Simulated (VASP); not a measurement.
# Cu12C in VASP: notebook, part 2 of 2

VASP 6.6.1.

### Step 3. Single point, PBE

File INCAR:

```
SYSTEM = Cu12C
ALGO     = Normal         ! electronic algorithm
DIPOL    = 0.5 0.5 0.321
EDIFF    = 1E-6           ! SCF threshold, eV
ENCUT    = 520            ! plane-wave cutoff, eV
GGA      = PE             ! functional
IDIPOL   = 3            
ISIF     = 2              ! what is computed and relaxed
ISMEAR   = 0              ! smearing method
LASPH    = .TRUE.         ! aspherical terms in the spheres
LCHARG   = .TRUE.         ! write CHGCAR
LDIPOL   = .TRUE.       
LELF     = .TRUE.         ! ELF
LREAL    = .FALSE.        ! projectors in reciprocal space
LVACPOTAV= .TRUE.       
LVHAR    = .TRUE.       
LWAVE    = .FALSE.        ! write WAVECAR
NBANDS   = 80             ! bands
NELM     = 80             ! most SCF steps
PREC     = Accurate       ! precision mode
SIGMA    = 0.1            ! smearing width, eV
```

File KPOINTS:

```
k-points
0
G
  6 6 1
  0 0 0
```

File POSCAR:

```
Cu12C
1.0
    5.1319544695      0.0000000000      0.0000000000
   -2.5659772347      4.4444029416      0.0000000000
    0.0000000000      0.0000000000     19.6215702048
Cu C
12 1
Direct
    0.3333333333      0.1666666667      0.2038572835
    0.3333333333      0.6666666667      0.2038572835
    0.8333333333      0.1666666667      0.2038572835
    0.8333333333      0.6666666667      0.2038572835
    0.1666666667      0.3333333333      0.3088788019
    0.1666666667      0.8333333333      0.3088788019
    0.6666666667      0.3333333333      0.3088788019
    0.6666666667      0.8333333333      0.3088788019
    0.0000000000      0.0000000000      0.4139103099
    0.0000000000      0.5000000000      0.4139103099
    0.5000000000      0.0000000000      0.4139103099
    0.5000000000      0.5000000000      0.4139103099
    0.1666666667      0.3333333333      0.4699777001
```

Potentials or basis: VASP PAW PBE potentials, release 64 (Cu, C).

On the command line:

```sh
> cat potpaw_PBE.64/Cu/POTCAR potpaw_PBE.64/C/POTCAR > POTCAR
> mpirun -np 1 vasp_std > vasp.out
```

OUTCAR:

```text
SYSTEM = Cu12C
   EDIFF = 1E-6
   ENCUT = 520
   GGA = PE
   ISIF = 2
   ISMEAR = 0
   LASPH = .TRUE.
   LREAL = .FALSE.
   NELM = 80
   PREC = Accurate

 ion  position               nearest neighbor table
   1  0.333  0.167  0.204-   5 2.54   6 2.54   7 2.54   2 2.57   2 2.57   4 2.57   4 2.57   3 2.57
                             3 2.57
   2  0.333  0.667  0.204-   6 2.54   5 2.54   8 2.54   1 2.57   1 2.57   3 2.57   3 2.57   4 2.57
                             4 2.57
   3  0.833  0.167  0.204-   7 2.54   8 2.54   5 2.54   4 2.57   4 2.57   2 2.57   2 2.57   1 2.57
                             1 2.57
   4  0.833  0.667  0.204-   8 2.54   7 2.54   6 2.54   3 2.57   3 2.57   1 2.57   1 2.57   2 2.57
                             2 2.57
   5  0.167  0.333  0.309-   1 2.54   2 2.54   3 2.54   9 2.54  12 2.54  10 2.54   6 2.57   6 2.57
                             8 2.57   8 2.57   7 2.57   7 2.57
   6  0.167  0.833  0.309-   2 2.54   1 2.54   4 2.54  10 2.54  11 2.54   9 2.54   5 2.57   5 2.57
                             7 2.57   7 2.57   8 2.57   8 2.57
   7  0.667  0.333  0.309-   3 2.54   4 2.54   1 2.54  11 2.54  10 2.54  12 2.54   8 2.57   8 2.57
                             6 2.57   6 2.57   5 2.57   5 2.57
   8  0.667  0.833  0.309-   4 2.54   3 2.54   2 2.54  12 2.54   9 2.54  11 2.54   7 2.57   7 2.57
[... 799 lines left out ...]
  -------------------------------------------------------------------------------------
  Total       -1.2128013     -1.2128013      2.8427826     -0.0000000      0.0000000      0.0000000
  in kB       -4.3418043     -4.3418043     10.1771050     -0.0000000      0.0000000      0.0000000
  external PRESSURE =       0.4978322 kB  Pullay stress =       0.0000000 kB

 VOLUME and BASIS-vectors are now :
 -----------------------------------------------------------------------------
  energy-cutoff  :      520.00
  volume of cell :      447.54
      direct lattice vectors                 reciprocal lattice vectors
     5.131954470  0.000000000  0.000000000     0.194857535  0.112501051  0.000000000
    -2.565977235  4.444402942  0.000000000     0.000000000  0.225002101  0.000000000
     0.000000000  0.000000000 19.621570205     0.000000000  0.000000000  0.050964321

 POSITION                                       TOTAL-FORCE (eV/Angst)
 -----------------------------------------------------------------------------------
      1.28299      0.74073      4.00000         0.032696     -0.018877     -0.121865
     -0.00000      2.96294      4.00000         0.000000      0.037754     -0.121865
      3.84897      0.74073      4.00000        -0.032696     -0.018877     -0.121865
      2.56598      2.96294      4.00000         0.000000      0.000000     -0.150135
      0.00000      1.48147      6.06069        -0.000000      0.000000     -0.319880
     -1.28299      3.70367      6.06069        -0.059266     -0.034217      0.002963
      2.56598      1.48147      6.06069         0.000000      0.068435      0.002963
      1.28299      3.70367      6.06069         0.059266     -0.034217      0.002963
      0.00000      0.00000      8.12157        -0.000000     -0.707930      0.176173
     -1.28299      2.22220      8.12157        -0.613086      0.353965      0.176173
      2.56598      0.00000      8.12157         0.000000      0.000000      0.172544
      1.28299      2.22220      8.12157         0.613086      0.353965      0.176173
      0.00000      1.48147      9.22170         0.000000      0.000000      0.125658
 -----------------------------------------------------------------------------------
    total drift:                                0.000002      0.000001     -0.006176

  FREE ENERGIE OF THE ION-ELECTRON SYSTEM (eV)
  ---------------------------------------------------
  free  energy   TOTEN  =       -47.2511035954 eV

  energy  without entropy=      -47.2438255039  energy(sigma->0) =      -47.24746455

 vacuum level on the upper side and lower side of the slab         4.783         3.911
```

stdout:

```text
POSCAR found type information on POSCAR CuC
 POSCAR found :  2 types and      13 ions
 scaLAPACK will be used
 LDA part: xc-table for (Slater+PW92), standard interpolation
 POSCAR, INCAR and KPOINTS ok, starting setup
 FFT: planning ... GRIDC
 FFT: planning ... GRID_SOFT
 FFT: planning ... GRID
 WAVECAR not read
 entering main loop
 -----------------------------------------------------------------------------
|                                                                             |
|           W    W    AA    RRRRR   N    N  II  N    N   GGGG   !!!           |
|           W    W   A  A   R    R  NN   N  II  NN   N  G    G  !!!           |
|           W    W  A    A  R    R  N N  N  II  N N  N  G       !!!           |
|           W WW W  AAAAAA  RRRRR   N  N N  II  N  N N  G  GGG   !            |
|           WW  WW  A    A  R   R   N   NN  II  N   NN  G    G                |
|           W    W  A    A  R    R  N    N  II  N    N   GGGG   !!!           |
|                                                                             |
|     Did not find any points to average over, which means that no vacuum     |
|     field-free region was found. Please increase the size of  your cell     |
|     in the dimension of the dipole correction to obtain accurate            |
|     workfunction values.                                                    |
|                                                                             |
 -----------------------------------------------------------------------------
```

Run time: 7.8 min. Hardware: 1 thread of Intel Xeon Platinum 8488C (Sapphire Rapids), shared host; peak memory 0.63 GiB.

Results:

- Free energy: -47.2511 eV
- Largest force: 0.730 eV/Å
- Band gap on the k mesh: zero (bands 68 and 69 overlap by 0.23 eV)

Forces in eV/Å, atoms in the order of the input:
```
Cu   0.033 -0.019 -0.122
Cu   0.000  0.038 -0.122
Cu  -0.033 -0.019 -0.122
Cu   0.000  0.000 -0.150
Cu   0.000  0.000 -0.320
Cu  -0.059 -0.034  0.003
Cu   0.000  0.068  0.003
Cu   0.059 -0.034  0.003
Cu   0.000 -0.708  0.176
Cu  -0.613  0.354  0.176
Cu   0.000  0.000  0.173
Cu   0.613  0.354  0.176
C    0.000  0.000  0.126
```

### Step 4. Single point, PBE

File INCAR:

```
PREC     = Accurate       # precision mode
ENCUT    = 520            # plane-wave cutoff, eV
EDIFF    = 1E-7           # SCF threshold, eV
ISMEAR   = 0              # smearing method
SIGMA    = 0.1            # smearing width, eV
LREAL    = False          # projectors in reciprocal space
LASPH    = True           # aspherical terms in the spheres
NELM     = 80             # most SCF steps
ALGO     = Normal         # electronic algorithm
ISIF     = 2              # what is computed and relaxed
LWAVE    = False          # write WAVECAR
LCHARG   = False          # write CHGCAR
LDIPOL   = True         
IDIPOL   = 3            
DIPOL    = 0.5 0.5 0.321
GGA      = PE             # functional
NBANDS   = 80             # bands
```

File KPOINTS:

```
Automatic mesh
0
Gamma
  6 6 1
```

POSCAR, as its differences from that of step 3:

```diff
@@ -20,2 +20,2 @@
     0.5000000000      0.5000000000      0.4139103099
-    0.1666666667      0.3333333333      0.4699777001
+    0.3333333333      0.1666666667      0.4701893390
```

On the command line:

```sh
> cat potpaw_PBE.64/Cu/POTCAR potpaw_PBE.64/C/POTCAR > POTCAR
> mpirun -np 1 vasp_std > vasp.out
```

Run time: 8.5 min. Hardware: 1 thread of Intel Xeon Platinum 8488C (Sapphire Rapids), shared host; peak memory 0.63 GiB.

The run converged. Its results:

| Item | Value |
| --- | --- |
| Free energy | -47.3230 eV |
| Largest force | 0.611 eV/Å |
| Band gap on the k mesh | zero (bands 68 and 69 overlap by 0.24 eV) |

Forces in eV/Å, atoms in the order of the input:
```
Cu   0.000  0.000 -0.211
Cu   0.062  0.036 -0.087
Cu   0.000 -0.072 -0.087
Cu  -0.062  0.036 -0.087
Cu  -0.051  0.030 -0.095
Cu   0.000 -0.059 -0.095
Cu   0.051  0.030 -0.095
Cu   0.000  0.000  0.024
Cu  -0.515 -0.297  0.141
Cu   0.000  0.000  0.186
Cu   0.515 -0.297  0.141
Cu   0.000  0.594  0.141
C    0.000  0.000  0.124
```

Levels at points of the mesh, in eV from the Fermi level:
| k point | band 65 | band 66 | band 67 | band 68 | band 69 | band 70 | band 71 | band 72 |
| --- | --- | --- | --- | --- | --- | --- | --- | --- |
| (0.00, 0.00, 0.00) | -0.76 | -0.66 | -0.66 | 0.33 | 0.33 | 0.44 | 1.24 | 1.24 |
| (0.50, 0.00, 0.00) | -1.38 | -0.70 | -0.67 | -0.21 | 0.14 | 0.58 | 0.76 | 1.74 |

### Step 5. Overview

```tsv
cell	gap on the mesh (eV)	largest force (eV/Å)
as given, atomic positions A	none	0.65
as given, atomic positions B	none	0.73
as given, atomic positions C	none	0.61
```

Alike in all rows: task single point; level PBE; potentials or basis VASP PAW PBE potentials, release 64 (Cu, C); no spin polarisation; k mesh 6 × 6 × 1; cutoff (eV) 520; smearing gaussian 0.1 eV.

Total energies depend on the potentials used, so only differences within one code and one set of settings carry meaning.
